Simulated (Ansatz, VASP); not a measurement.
**C: VASP beside Ansatz**

```xyz
2
Lattice="2.3137 0.0000 0.0000 -1.1568 2.0037 0.0000 0.0000 0.0000 2.4703" Properties=species:S:1:pos:R:3 pbc="T T T"
C     1.1568    0.6679    0.8726
C     0.0000    1.3358    1.5977
```

Alike in both runs: task single point; functional PBE; k mesh 12 × 12 × 8; occupations gaussian, width 0.1 eV; collinear spin.

```csv
,VASP,Ansatz
version,VASP 6.6.1,Ansatz 0.2.0
potentials or method,"VASP PAW PBE potentials, release 64 (C), cutoff 520 eV","scalar-relativistic, plane waves, PAW"
valence electrons in the cell,8,8
```

Ansatz gave:

```
gap on the k mesh at the Fermi level (eV) : none
rms of the force components (eV/Å)        : 3.896
net moment per atom (μB)                  : 0.00
```

Task: Estimate VASP's values.

Result: gap on the k mesh at the Fermi level (eV): none; rms of the force components (eV/Å): 3.877; net moment per atom (μB): 0.00.

Atom by atom the forces differ by 0.019 eV/Å (rms over components). A gap of «none» marks a metal or a gap that the smearing closes. Ansatz's warnings: seeded moment not kept.
